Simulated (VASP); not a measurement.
# Ir (Fm-3m) in VASP: a series of runs

Ir is run at these levels: LDA; tasks: single point, relaxation of cell and atoms.

All numbers are computed with VASP 6.6.1; they aren't measurements. Logs are shortened: lines on timing, memory, paths and dates and some standing lists are left out, and cuts for length are marked.

## (1) The cell of the first run

It takes space group Fm-3m (No. 225, cubic). The conventional cell has a = 3.811 Å, b = 3.811 Å, c = 3.811 Å, α = 90.00°, β = 90.00°, γ = 90.00°. Within 3.6 Å of Ir (site symmetry m-3m) lie 12 Ir at 2.69 Å.

## (2) Single point, LDA

The input, INCAR:

```
SYSTEM = Ir
ALGO = Normal ; EDIFF = 1E-6
ENCUT = 520 ; GGA = CA
ISIF = 2 ; ISMEAR = 0
LASPH = .True. ; LCHARG = .False.
LREAL = .False. ; LWAVE = .False.
NBANDS = 10 ; NELM = 100
PREC = Accurate ; SIGMA = 0.1
```

The input, KPOINTS:

```
k-points
0
Gamma
  26 26 26
  0 0 0
```

The input, POSCAR:

```
Ir
1.0
    0.0000000000      1.9054702090      1.9054702090
    1.9054702090      0.0000000000      1.9054702090
    1.9054702090      1.9054702090      0.0000000000
Ir
1
Direct
    0.0000000000      0.0000000000      0.0000000000
```

Potentials or basis: VASP PAW LDA potentials, release 64 (Ir).

On the command line:

```
cat potpaw_LDA.64/Ir/POTCAR > POTCAR
mpirun -np 1 vasp_std > vasp.out
```

OUTCAR:

```text
SYSTEM = Ir
   EDIFF = 1E-6
   ENCUT = 520
   GGA = CA
   ISIF = 2
   ISMEAR = 0
   LASPH = .True.
   LREAL = .False.
   NELM = 100
   PREC = Accurate

 ion  position               nearest neighbor table
   1  0.000  0.000  0.000-

  LATTYP: Found a face centered cubic cell.
 ALAT       =     3.8109404180

  Lattice vectors:

 A1 = (   0.0000000000,   1.9054702090,   1.9054702090)
 A2 = (   1.9054702090,   0.0000000000,   1.9054702090)
 A3 = (   1.9054702090,   1.9054702090,   0.0000000000)

Analysis of symmetry for initial positions (statically):
=====================================================================
 Subroutine PRICEL returns:
 Original cell was already a primitive cell.

 Routine SETGRP: Setting up the symmetry group for a
 face centered cubic supercell.

 Subroutine GETGRP returns: Found 48 space group operations
 (whereof 48 operations were pure point group operations)
 out of a pool of 48 trial point group operations.

The static configuration has the point symmetry O_h .

Analysis of symmetry for dynamics (positions and initial velocities):
=====================================================================
 Subroutine PRICEL returns:
 Original cell was already a primitive cell.

 Routine SETGRP: Setting up the symmetry group for a
 face centered cubic supercell.

 Subroutine GETGRP returns: Found 48 space group operations
 (whereof 48 operations were pure point group operations)
 out of a pool of 48 trial point group operations.

The dynamic configuration has the point symmetry O_h .

 Subroutine INISYM returns: Found 48 space group operations
 (whereof 48 operations are pure point group operations),
 and found     1 'primitive' translations

----------------------------------------------------------------------------------------

                                     Primitive cell

  volume of cell :      13.8368

  direct lattice vectors                    reciprocal lattice vectors
     0.000000000  1.905470209  1.905470209    -0.262402423  0.262402423  0.262402423
     1.905470209  0.000000000  1.905470209     0.262402423 -0.262402423  0.262402423
     1.905470209  1.905470209  0.000000000     0.262402423  0.262402423 -0.262402423

  length of vectors
     2.694741812  2.694741812  2.694741812     0.454494329  0.454494329  0.454494329

  position of ions in fractional coordinates (direct lattice)
     0.000000000  0.000000000  0.000000000

  ion indices of the primitive-cell ions
   primitive index   ion index
                 1           1

----------------------------------------------------------------------------------------

 KPOINTS: k-points

Automatic generation of k-mesh.
 Grid dimensions read from file:
 generate k-points for:   26   26   26

 Generating k-lattice:

  Cartesian coordinates                     Fractional coordinates (reciprocal lattice)
    -0.010092401  0.010092401  0.010092401     0.038461538  0.000000000  0.000000000
     0.010092401 -0.010092401  0.010092401     0.000000000  0.038461538  0.000000000
     0.010092401  0.010092401 -0.010092401     0.000000000  0.000000000  0.038461538

  Length of vectors
     0.017480551  0.017480551  0.017480551

  Shift w.r.t. Gamma in fractional coordinates (k-lattice)
     0.000000000  0.000000000  0.000000000

 Subroutine IBZKPT returns following result:
 ===========================================

 Found    511 irreducible k-points:

 Following reciprocal coordinates:
            Coordinates               Weight
  0.000000  0.000000  0.000000      1.000000
  0.038462  0.000000  0.000000      8.000000
  0.076923  0.000000  0.000000      8.000000
  0.115385  0.000000  0.000000      8.000000
  0.153846  0.000000  0.000000      8.000000
  0.192308  0.000000  0.000000      8.000000
[... 16 lines left out ...]
  0.346154  0.038462  0.000000     24.000000
  0.384615  0.038462  0.000000     24.000000
 [... further k-points ...]
   k-points           NKPTS =    511   k-points in BZ     NKDIM =    511   number of bands    NBANDS=     10
   number of dos      NEDOS =    301   number of ions     NIONS =      1
   total plane-waves  NPLWV =   8000
   dimension x,y,z NGX =    20 NGY =   20 NGZ =   20
   dimension x,y,z NGXF=    40 NGYF=   40 NGZF=   40
   ions per type =               1
   NGX,Y,Z   is equivalent  to a cutoff of  12.34, 12.34, 12.34 a.u.
   NGXF,Y,Z  is equivalent  to a cutoff of  24.68, 24.68, 24.68 a.u.
 SYSTEM =  Ir
   PREC   = accura    normal or accurate (medium, high low for compatibility)
   ISTART =      0    job   : 0-new  1-cont  2-samecut
   ICHARG =      2    charge: 1-file 2-atom 10-const
   ISPIN  =      1    spin polarized calculation?
   LNONCOLLINEAR =      F non collinear calculations
   LSORBIT =      F    spin-orbit coupling
   LASPH  =      T    aspherical Exc in radial PAW
   ENCUT  =  520.0 eV  38.22 Ry    6.18 a.u.   5.01  5.01  5.01*2*pi/ulx,y,z
   NELM   =    100;   NELMIN=  2; NELMDL= -5     # of ELM steps
   EDIFF  = 0.1E-05   stopping-criterion for ELM
   LREAL  =      F    real-space projection
   EDIFFG = 0.1E-04   stopping-criterion for IOM
   NSW    =      0    number of steps for IOM
   IBRION =     -1    ionic relax: 0-MD 1-quasi-New 2-CG
   NFREE  =      0    steps in history (QN), initial steepest desc. (CG)
   ISIF   =      2    stress and relaxation
   ISYM   =      2    0-nonsym 1-usesym 2-fastsym
   POTIM  = 0.5000    time-step for ionic-motion
   TEBEG  =    0.0;   TEEND  =   0.0 temperature during run
   PSTRESS=    0.0 pullay stress
   NELECT =       9.0000    total number of electrons
   NUPDOWN=      -1.0000    fix difference up-down
   EMIN   =  10.00;   EMAX   =-10.00  energy-range for DOS
   EFERMI =   0.00;   METHOD = LEGACY
   ISMEAR =     0;   SIGMA  =   0.10  broadening in eV -4-tet -1-fermi 0-gaus
   EFERMI_NEDOS =   21; number of points for ismear=-14 and -15
   IALGO  =     38    algorithm
   IMIX   =      4    mixing-type and parameters
     AMIX     =   0.40;   BMIX     =  1.00
     AMIX_MAG =   1.60;   BMIX_MAG =  1.00
  volume/ion in A,a.u.               =      13.84        93.38
  Fermi-wavevector in a.u.,A,eV,Ry     =   1.418437  2.680458 27.374441  2.011965
  Thomas-Fermi vector in A             =   2.539563
   LORBIT       =      0    0 simple, 1 ext, 2 COOP (PROOUT), +10 PAW based schemes
   GGA     = CA    functional components
   LHFCALC =     F    Hartree Fock is set to
   AEXX    =    0.0000 exact exchange contribution
   IVDW    =     0    specifies the selected vdW correction
   LEPSILON=     F    determine dielectric tensor
   LRPA    =     F    only Hartree local field effects (RPA)
 non-spin polarized calculation
 Gauss-broadening in eV      SIGMA  =   0.10
  energy-cutoff  :      520.00
  volume of cell :       13.84
 maximum number of plane-waves:       388
   NGX =  9   NGY =  9   NGZ =  9

 number of electron       9.0000001 magnetization

 Free energy of the ion-electron system (eV)
  ---------------------------------------------------
  ext. energy  EPLUGINS =         0.00000000
  ---------------------------------------------------
  free energy    TOTEN  =       -10.32839381 eV

  energy without entropy =      -10.32431629  energy(sigma->0) =      -10.32635505

 E-fermi :  10.6829     XC(G=0): -14.2680

 val. band max:       10.6730478309   @ k =   0.5000   0.2308   0.1154
 cond. band min:      10.6837633460   @ k =   0.5000   0.3846   0.0385
 fundamental gap:      0.0107155151
 Fermi energy:        10.6828915440

 k-point     1 :       0.0000    0.0000    0.0000
  band No.  band energies     occupation
      1      -0.6401      2.00000
      2       6.6531      2.00000
      3       6.6531      2.00000
      4       6.6531      2.00000
      5       9.4772      2.00000
      6       9.4772      2.00000
      7      25.0022      0.00000
      8      30.6748      0.00000
      9      30.6748      0.00000
     10      30.6748      0.00000

 k-point     2 :       0.0385    0.0000    0.0000
  band No.  band energies     occupation
      1      -0.5721      2.00000
      2       6.6158      2.00000
      3       6.6834      2.00000
      4       6.6834      2.00000
      5       9.4567      2.00000
      6       9.4567      2.00000
      7      25.1222      0.00000
      8      30.2903      0.00000
      9      30.7881      0.00000
     10      30.7881      0.00000

 k-point     3 :       0.0769    0.0000    0.0000
  band No.  band energies     occupation
      1      -0.3716      2.00000
      2       6.5117      2.00000
      3       6.7691      2.00000
      4       6.7691      2.00000
      5       9.4028      2.00000
      6       9.4028      2.00000
      7      25.4686      0.00000
      8      29.4084      0.00000
      9      31.1231      0.00000
     10      31.1231      0.00000

 k-point     4 :       0.1154    0.0000    0.0000
  band No.  band energies     occupation
      1      -0.0493      2.00000
      2       6.3639      2.00000
      3       6.8933      2.00000
      4       6.8933      2.00000
      5       9.3387      2.00000
      6       9.3387      2.00000
      7      25.9958      0.00000
      8      28.3668      0.00000
      9      31.6651      0.00000
     10      31.6651      0.00000
[... 222 lines left out ...]
 k-point    22 :       0.3077    0.0385    0.0000
  band No.  band energies     occupation
      1       2.0918      2.00000
      2       6.4220      2.00000
      3       6.9800      2.00000
      4       7.0752      2.00000
      5       9.8731      2.00000
      6      10.3284      2.00000
      7      23.3883      0.00000
      8      27.1381      0.00000
      9      33.5913      0.00000
     10      34.5824      0.00000

 k-point    23 :       0.3462    0.0385    0.0000
  band No.  band energies     occupation
      1       2.3068      2.00000
      2       6.8301      2.00000
      3       6.9567      2.00000
      4       6.9969      2.00000
      5      10.3407      2.00000
      6      10.7162      0.63759
      7      22.2049      0.00000
      8      26.3803      0.00000
      9      32.7615      0.00000
     10      33.8239      0.00000

 k-point    24 :       0.3846    0.0385    0.0000
  band No.  band energies     occupation
      1       2.3993      2.00000
      2       6.7057      2.00000
      3       6.8349      2.00000
      4       7.7338      2.00000
      5      10.8321      0.03485
      6      11.0900      0.00000
      7      20.9573      0.00000
      8      25.6816      0.00000
      9      31.8675      0.00000
     10      32.7266      0.00000

 [... further k-points ...]
[... 5 lines left out ...]
  --------------------------------------------------------------------------------------
  -------------------------------------------------------------------------------------
  Total        0.2257104      0.2257104      0.2257104      0.0000000      0.0000000      0.0000000
  in kB       26.1351936     26.1351936     26.1351936      0.0000000      0.0000000      0.0000000
  external PRESSURE =      26.1351936 kB  Pullay stress =       0.0000000 kB

 VOLUME and BASIS-vectors are now :
 -----------------------------------------------------------------------------
  energy-cutoff  :      520.00
  volume of cell :       13.84
      direct lattice vectors                 reciprocal lattice vectors
     0.000000000  1.905470209  1.905470209    -0.262402423  0.262402423  0.262402423
     1.905470209  0.000000000  1.905470209     0.262402423 -0.262402423  0.262402423
     1.905470209  1.905470209  0.000000000     0.262402423  0.262402423 -0.262402423

 POSITION                                       TOTAL-FORCE (eV/Angst)
 -----------------------------------------------------------------------------------
      0.00000      0.00000      0.00000         0.000000      0.000000      0.000000
 -----------------------------------------------------------------------------------
    total drift:                                0.000000      0.000000      0.000000

  FREE ENERGIE OF THE ION-ELECTRON SYSTEM (eV)
  ---------------------------------------------------
  free  energy   TOTEN  =       -10.3283938108 eV

  energy  without entropy=      -10.3243162876  energy(sigma->0) =      -10.32635505
```

It took 85 s on 1 thread of Intel Xeon 8259CL, shared host; peak memory 0.19 GiB.

Results:

| Property | Result |
| --- | --- |
| Free energy | -10.3284 eV |
| Pressure | 2.6 GPa |
| Band gap on the k mesh | zero (an odd number of electrons rules out a gap without spin polarisation) |

Caveat: spin-orbit coupling is left out, which moves the levels of the heavy elements.

## (3) Single point, LDA

The input, INCAR:

```
ALGO     = Fast           # electronic algorithm
EDIFF    = 1E-7           # SCF threshold, eV
ENCUT    = 520            # plane-wave cutoff, eV
ISIF     = 2              # what is computed and relaxed
ISMEAR   = -1             # smearing method
LASPH    = True           # aspherical terms in the spheres
LCHARG   = False          # write CHGCAR
LREAL    = False          # projectors in reciprocal space
LWAVE    = False          # write WAVECAR
NBANDS   = 10             # bands
NELM     = 80             # most SCF steps
PREC     = Accurate       # precision mode
SIGMA    = 0.15           # smearing width, eV
```

The input, KPOINTS:

```
k-points
0
Gamma
  26 26 26
```

The input, POSCAR:

```
Ir
1.0
    0.0000000000      1.9064825654      1.9064825654
    1.9064825654      0.0000000000      1.9064825654
    1.9064825654      1.9064825654      0.0000000000
Ir
1
Direct
    0.0000000000      0.0000000000      0.0000000000
```

Potentials or basis: VASP PAW LDA potentials, release 64 (Ir).

On the command line:

```
cat potpaw_LDA.64/Ir/POTCAR > POTCAR
mpirun -np 1 vasp_std > vasp.out
```

Wall time 2.6 min (1 thread of Intel Xeon 8259CL, shared host); peak memory 0.19 GiB.

The run converged. Its results:

```
Free energy            : -10.3584 eV
Pressure               : 2.6 GPa
Band gap on the k mesh : zero (an odd number of electrons rules out a gap without spin polarisation)
```

Levels at points of the mesh, in eV from the Fermi level:
| k point | band 2 | band 3 | band 4 | band 5 | band 6 | band 7 |
| --- | --- | --- | --- | --- | --- | --- |
| (0.00, 0.00, 0.00) | -4.01 | -4.01 | -4.01 | -1.20 | -1.20 | 14.33 |
| (0.50, 0.00, 0.00) | -4.11 | -4.11 | -0.74 | 0.96 | 0.96 | 7.51 |
| (0.50, 0.50, 0.00) | -7.57 | 0.95 | 1.56 | 1.56 | 1.77 | 10.83 |

Caveat: spin-orbit coupling is left out, which moves the levels of the heavy elements.

## (4) Relaxation of cell and atoms, LDA

The input, INCAR:

```
SYSTEM = Ir
ALGO     = Normal         ! electronic algorithm
EDIFF    = 1E-7           ! SCF threshold, eV
EDIFFG   = -0.001         ! ionic threshold
ENCUT    = 600            ! plane-wave cutoff, eV
IBRION   = 2              ! ionic algorithm
ISIF     = 3              ! what is computed and relaxed
ISMEAR   = -1             ! smearing method
LASPH    = .TRUE.         ! aspherical terms in the spheres
LCHARG   = .FALSE.        ! write CHGCAR
LREAL    = .FALSE.        ! projectors in reciprocal space
LWAVE    = .FALSE.        ! write WAVECAR
NELM     = 60             ! most SCF steps
NSW      = 80             ! ionic steps
PREC     = Accurate       ! precision mode
SIGMA    = 0.15           ! smearing width, eV
```

The input, KPOINTS:

```
k-points
0
G
  26 26 26
  0 0 0
```

The input, POSCAR:

```
Ir
1.0
    0.0000000000      1.9054702090      1.9054702090
    1.9054702090      0.0000000000      1.9054702090
    1.9054702090      1.9054702090      0.0000000000
Ir
1
Direct
    0.0000000000      0.0000000000      0.0000000000
```

On the command line:

```
cat potpaw_LDA.64/Ir/POTCAR > POTCAR
mpirun -np 1 vasp_std > vasp.out
```

It took 6.6 min on 1 thread of Intel Xeon 8259CL, shared host; peak memory 0.21 GiB.

It converged, with:

```
Free energy                           : -10.3593 eV
Relaxed volume                        : 13.95 Å³/atom
Relaxed cell                          : a = 2.702 Å, b = 2.702 Å, c = 2.702 Å, α = 60.00°, β = 60.00°, γ = 60.00°
Space group after relaxing (to 0.1 Å) : Fm-3m (No. 225)
Energy gained by relaxing             : 1.2 meV/atom
Ionic steps                           : 12
Pressure after relaxing               : 0.0 GPa
Band gap on the k mesh                : zero (an odd number of electrons rules out a gap without spin polarisation)
```

The path:
```tsv
step	energy change (eV)	largest force (eV/Å)	pressure (GPa)	volume (Å³)
1	0.0000	0.0000	3.35	13.84
2	0.0176	0.0000	-12.28	14.43
3	-0.0012	0.0000	-0.05	13.95
4	-0.0012	0.0000	0.01	13.95
5	-0.0012	0.0000	0.01	13.95
6	-0.0012	0.0000	0.01	13.95
7	-0.0012	0.0000	0.01	13.95
8	-0.0012	0.0000	0.01	13.95
9	-0.0012	0.0000	0.01	13.95
10	-0.0012	0.0000	0.01	13.95
11	-0.0012	0.0000	0.01	13.95
12	-0.0012	0.0000	0.01	13.95
```

Final structure:
```
CELL_PARAMETERS angstrom
0.00000 1.91068 1.91068
1.91068 0.00000 1.91068
1.91068 1.91068 0.00000
ATOMIC_POSITIONS crystal
Ir 0.00000 0.00000 0.00000
```

Levels at points of the mesh, in eV from the Fermi level:
```csv
k point,band 2,band 3,band 4,band 5,band 6,band 7
"(0.00, 0.00, 0.00)",-3.97,-3.97,-3.97,-1.19,-1.19,14.34
"(0.50, 0.00, 0.00)",-4.07,-4.07,-0.72,0.95,0.95,7.44
"(0.50, 0.50, 0.00)",-7.49,0.94,1.54,1.54,1.77,10.74
```

Caveat: spin-orbit coupling is left out, which moves the levels of the heavy elements.

## (5) Relaxation of cell and atoms, LDA

This run uses another cell than the first one, of 13.89 Å³/atom.

The input, INCAR:

```
SYSTEM = Ir
  PREC = Accurate
  ENCUT = 600
  EDIFF = 1E-6
  ISMEAR = 0
  SIGMA = 0.1
  LREAL = .FALSE.
  LASPH = .TRUE.
  NELM = 80
  ALGO = Normal
  ISIF = 3
  LWAVE = .FALSE.
  LCHARG = .FALSE.
  IBRION = 2
  NSW = 100
  EDIFFG = -0.002
```

The input, KPOINTS:

```
Automatic mesh
0
G
  26 26 26
  0 0 0
```

The input, POSCAR:

```
Ir
1.0
    0.0000000000      1.9078981114      1.9078981114
    1.9078981114      0.0000000000      1.9078981114
    1.9078981114      1.9078981114      0.0000000000
Ir
1
Direct
    0.0000000000      0.0000000000      0.0000000000
```

On the command line:

```
cat potpaw_LDA.64/Ir/POTCAR > POTCAR
mpirun -np 1 vasp_std > vasp.out
```

Wall time 3.8 min (1 thread of Intel Xeon 8259CL, shared host); peak memory 0.21 GiB.

Results (log left out):

```
Free energy                           : -10.3293 eV
Relaxed volume                        : 13.93 Å³/atom
Relaxed cell                          : a = 2.701 Å, b = 2.701 Å, c = 2.701 Å, α = 60.00°, β = 60.00°, γ = 60.00°
Space group after relaxing (to 0.1 Å) : Fm-3m (No. 225)
Energy gained by relaxing             : 0.1 meV/atom
Ionic steps                           : 4
Pressure after relaxing               : 0.0 GPa
Band gap on the k mesh                : zero (an odd number of electrons rules out a gap without spin polarisation)
```

Step by step:
```
step  energy change (eV)  largest force (eV/Å)  pressure (GPa)  volume (Å³)
   1              0.0000                0.0000            1.12        13.89
   2              0.0021                0.0000           -4.45        14.09
   3             -0.0001                0.0000           -0.04        13.93
   4             -0.0001                0.0000            0.00        13.93
```

Final structure:
```
Ir
1.0
     0.00000    1.90961    1.90961
     1.90961    0.00000    1.90961
     1.90961    1.90961    0.00000
Ir
1
Direct
  0.00000 0.00000 0.00000
```

Levels at points of the mesh, in eV from the Fermi level:
```tsv
k point	band 1	band 2	band 3	band 4	band 5	band 6	band 7	band 8
(0.00, 0.00, 0.00)	-11.25	-3.99	-3.99	-3.99	-1.19	-1.19	14.33	19.97
(0.50, 0.00, 0.00)	-8.26	-4.08	-4.08	-0.73	0.95	0.95	7.45	13.88
(0.50, 0.50, 0.00)	-8.08	-7.52	0.94	1.53	1.53	1.76	10.76	11.80
```

Caveat: spin-orbit coupling is left out, which moves the levels of the heavy elements.

## (6) The runs side by side

```csv
task,cell,cutoff (eV),smearing,gap on the mesh (eV),pressure (GPa),relaxed volume (Å³/atom)
single point,"a = 2.695 Å, angles 60.0°, 1 atom",520,gaussian 0.1 eV,none,2.6,-
single point,"a = 2.696 Å, angles 60.0°, 1 atom",520,fermi-dirac 0.15 eV,none,2.6,-
relaxation of cell and atoms,"relaxed from a = 2.695 Å, angles 60.0°, 1 atom",600,fermi-dirac 0.15 eV,none,0.0,13.95
relaxation of cell and atoms,"relaxed from a = 2.698 Å, angles 60.0°, 1 atom",600,gaussian 0.1 eV,none,0.0,13.93
```

Alike in all rows: level LDA; potentials or basis VASP PAW LDA potentials, release 64 (Ir); no spin polarisation; k mesh 26 × 26 × 26.

Caveats: spin-orbit coupling is left out, which moves the levels of the heavy elements.

Absolute energies hang on the potentials; compare differences alone.
